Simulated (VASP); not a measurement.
# Co: single point with BLYP

The system is Co.

```xyz
2
Lattice="0.0000 2.5664 2.5664 2.5664 0.0000 2.5664 2.5664 2.5664 0.0000" Properties=species:S:1:pos:R:3 pbc="T T T"
Co    0.6416    0.6416    0.6416
Co    4.4913    4.4913    4.4913
```

This cell differs from its parent crystal: volume scaled by 1.08.

| Item | Value |
| --- | --- |
| Program | VASP 6.6.1 |
| Task | single point |
| Functional | BLYP |
| Potentials or basis | VASP PAW PBE potentials, release 64 (Co) |
| Cutoff | 520 eV |
| k mesh | 12 × 12 × 12 |
| Occupations | fermi-dirac, width 0.1 eV |
| Spin | no spin polarisation |
| Dipole correction | no |
| Further INCAR settings | ALGO = Normal; EDIFF = 1e-06; NBANDS = 16 |

The pressure is -7.4 GPa and the band gap on the k mesh is zero (band 9 reaches 5.79 eV, above the bottom of band 10 at 5.18 eV).

Levels at points of the mesh, in eV from the Fermi level:
```csv
k point,band 6,band 7,band 8,band 9,band 10,band 11,band 12,band 13
"(0.00, 0.00, 0.00)",-2.42,-0.87,-0.87,-0.87,0.22,0.22,12.13,12.13
"(0.50, 0.00, 0.00)",-2.40,-1.04,-0.50,-0.50,0.06,0.06,1.24,8.84
"(0.50, 0.50, 0.00)",-1.80,-1.11,-1.11,0.21,0.21,1.70,1.70,4.70
```

Run time: 25 s on 1 thread of Intel Xeon 6975P-C (shared host), peak memory 0.17 GiB.

Caveat: the PAW data sets were made with another functional, which shifts forces and pressure a little; the run has no spin polarisation, though such a crystal can be magnetic. Spin polarisation is off, so any magnetic state and its effect on volume and gap are missing.
